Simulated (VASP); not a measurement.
Runs of VASP 6.6.1 on GaSb. The structure is that of space group F-43m (No. 216), or close to it. The cells are those of the table. 

| task | level | potentials or basis | cell | k mesh | cutoff (eV) | smearing | grid for exact exchange (PRECFOCK) | k mesh for the DOS | occupations for the DOS | gap on the mesh (eV) | pressure (GPa) | relaxed volume (Å³/atom) |
| --- | --- | --- | --- | --- | --- | --- | --- | --- | --- | --- | --- | --- |
| relaxation of cell and atoms | BLYP | VASP PAW PBE potentials, release 64 (Sb, Ga_d) | relaxed from a = 4.326 Å, angles 60.0°, 2 atoms | 8 × 8 × 8 | 600 | fermi-dirac 0.05 eV | - | - | - | none | 0.0 | (a) |
| relaxation of cell and atoms | PBE exchange alone | VASP PAW PBE potentials, release 64 (Sb, Ga_d) | relaxed from a = 4.326 Å, angles 60.0°, 2 atoms | 8 × 8 × 8 | 600 | fermi-dirac 0.05 eV | - | - | - | none | 0.0 | 36.53 |
| relaxation of cell and atoms | PBE | VASP PAW PBE potentials, release 64 (Sb, Ga_d) | relaxed to 30 GPa from a = 4.326 Å, angles 60.0°, 2 atoms | 8 × 8 × 8 | 600 | fermi-dirac 0.05 eV | - | - | - | 0.36 | 30.0 | - |
| single point | LDA | VASP PAW LDA potentials, release 64 (Sb, Ga_d) | a = 4.355 Å, angles 60.0°, 2 atoms | 8 × 8 × 8 | 520 | fermi-dirac 0.05 eV | - | - | - | none | (b) | - |
| single point | RPBE | VASP PAW PBE potentials, release 64 (Sb, Ga_d) | a = 4.297 Å, angles 60.0°, 2 atoms | 8 × 8 × 8 | 520 | fermi-dirac 0.05 eV | - | - | - | 0.28 | 5.2 | - |
| single point | PBE | VASP PAW PBE potentials, release 64 (Sb, Ga_d) | a = 4.326 Å, angles 60.0°, 2 atoms | 8 × 8 × 8 | 520 | gaussian 0.029 eV | - | - | - | 0.04 | 2.4 | - |
| single point | PBE0+D4 | VASP PAW PBE potentials, release 64 (Sb, Ga_d) | a = 4.326 Å, angles 60.0°, 2 atoms | 4 × 4 × 4 | 520 | gaussian 0.02 eV | Normal | - | - | 1.60 | -2.3 | - |
| single point | PBE | VASP PAW PBE potentials, release 64 (Sb, Ga_d) | a = 4.326 Å, angles 60.0°, 2 atoms | 8 × 8 × 8 | 520 | gaussian 0.024 eV | - | - | - | 0.04 | 2.4 | - |
| single point | LDA | VASP PAW LDA potentials, release 64 (Sb, Ga_d) | a = 4.238 Å, angles 60.0°, 2 atoms | 8 × 8 × 8 | 520 | fermi-dirac 0.05 eV | - | - | - | 0.32 | 1.8 | - |
| single point | RPBE+D3(BJ) | VASP PAW PBE potentials, release 64 (Sb, Ga_d) | a = 4.268 Å, angles 60.0°, 2 atoms | 8 × 8 × 8 | 520 | fermi-dirac 0.05 eV | - | - | - | 0.43 | -3.8 | - |
| single point | PBE | VASP PAW PBE potentials, release 64 (Sb, Ga_d) | a = 3.953 Å, angles 60.0°, 2 atoms | 8 × 8 × 8 | 520 | fermi-dirac 0.05 eV | - | - | - | 0.36 | 30.2 | - |

Alike in all rows: no spin polarisation.

**Question.** Estimate the missing entries.

**Answer.** (a) 32.13; (b) -2.5.

Caveats: some runs use coarse meshes; spin-orbit coupling is left out, which moves the levels of the heavy elements; the PAW data sets were made with another functional, which shifts forces and pressure a little (some runs); the volume moved by over 15 % at a fixed basis, so the end points are rough (some runs); the volume moved by +12 % from the deposited cell, more than functionals usually miss (some runs); the volume moved by +28 % from the deposited cell, more than functionals usually miss (some runs); the cell is relaxed towards a set pressure, so the enthalpy falls and the energy may rise (some runs).

A k mesh can miss the band edges, and the runs leave out spin-orbit coupling on Ga, Sb.

A gap of «none» marks levels without a gap at the run's occupations.
